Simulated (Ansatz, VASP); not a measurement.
## Ag: VASP beside Ansatz

```
CELL_PARAMETERS angstrom
-1.59341 1.59341 1.63427
1.59341 -1.59341 1.63427
1.59341 1.59341 -1.63427
ATOMIC_POSITIONS crystal
Ag 0.00000 0.00000 0.00000
```

Change from the starting cell: strain -0.025 along x and y, +0.000 along z, atoms carried along.

Alike in both runs: task single point; functional r2SCAN; k mesh 26 × 26 × 26; occupations gaussian, width 0.15 eV; no spin polarisation.

|  | VASP | Ansatz |
| --- | --- | --- |
| version | VASP 6.6.1 | Ansatz 0.2.0 |
| potentials or method | VASP PAW PBE potentials, release 64 (Ag), cutoff 520 eV | scalar-relativistic, plane waves, PAW |
| valence electrons in the cell | 11 | 19 |

```tsv
	VASP	Ansatz	Ansatz less VASP
gap on the k mesh at the Fermi level (eV)	none	none	-
pressure (GPa)	5.8	5.6	-0.22
traceless stress, the component that is largest in VASP (GPa)	0.40	0.39	-0.005
```

VASP's potentials were made for PBE, not for r2SCAN. A gap of «none» marks a metal or a gap that the smearing closes. VASP's potentials hold 11 valence electrons a cell and Ansatz's 19, so a difference there can come from the potentials and not from the codes.
